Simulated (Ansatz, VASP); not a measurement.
# One calculation of HfN, two programs

File INCAR:

```
SYSTEM = HfN
PREC = Accurate
ENCUT = 520
EDIFF = 1E-7
ISMEAR = 0
SIGMA = 0.15
LREAL = .False.
LASPH = .True.
NELM = 80
ALGO = Normal
ISIF = 2
LWAVE = .False.
LCHARG = .True.
GGA = PS
LELF = .True.
LVHAR = .True.
NBANDS = 14
```

KPOINTS

```
Automatic mesh
0
Gamma
  16 16 16
  0 0 0
```

The input POSCAR:

```
HfN
1.0
    0.0000000000      2.4548220000      2.5468778250
    2.4548220000      0.0000000000      2.5468778250
    2.4548220000      2.4548220000      0.0000000000
Hf N
1 1
Direct
    0.0000000000      0.0000000000      0.0000000000
    0.7500000000      0.7500000000      0.7500000000
```

Input for Ansatz:

```yaml
crystal:
  lattice:
    - [0.0, 2.454822, 2.546877825]
    - [2.454822, 0.0, 2.546877825]
    - [2.454822, 2.454822, 0.0]
  atoms:
    - { symbol: Hf, position: [0.0, 0.0, 0.0] }
    - { symbol: "N", position: [0.75, 0.75, 0.75] }
basis:
  ecutwfc: 420
kpoints:
  mp_grid: { grid: [16, 16, 16] }
hamiltonian:
  xc: pbesol
scf:
  occupations: { method: gaussian, width: 0.15 }
output:
  forces: true
  stress: true
  eigenvalues: true
```

Change from the starting cell: strain +0.0375 x Voigt [0, 0, 1, 0, 0, 0], atoms carried along.

Alike in both runs: task single point; functional PBEsol; k mesh 16 × 16 × 16; occupations gaussian, width 0.15 eV; no spin polarisation.

```csv
,VASP,Ansatz
version,VASP 6.6.1,Ansatz 0.2.0
potentials or method,"VASP PAW PBE potentials, release 64 (Hf_pv, N), cutoff 520 eV","scalar-relativistic, plane waves, PAW"
valence electrons in the cell,15,31
```

Ansatz gave:

- gap on the k mesh at the Fermi level (eV): none
- pressure (GPa): -11.3
- traceless stress, the component that is largest in VASP (GPa): -3.90

What did VASP give for the same quantities?

gap on the k mesh at the Fermi level (eV): none; pressure (GPa): -12.2; traceless stress, the component that is largest in VASP (GPa): -3.92.

VASP's potentials were made for PBE, not for PBEsol. A gap of «none» marks a metal or a gap that the smearing closes. VASP's potentials hold 15 valence electrons a cell and Ansatz's 31, so a difference there can come from the potentials and not from the codes.

Neither program's run includes spin-orbit coupling.
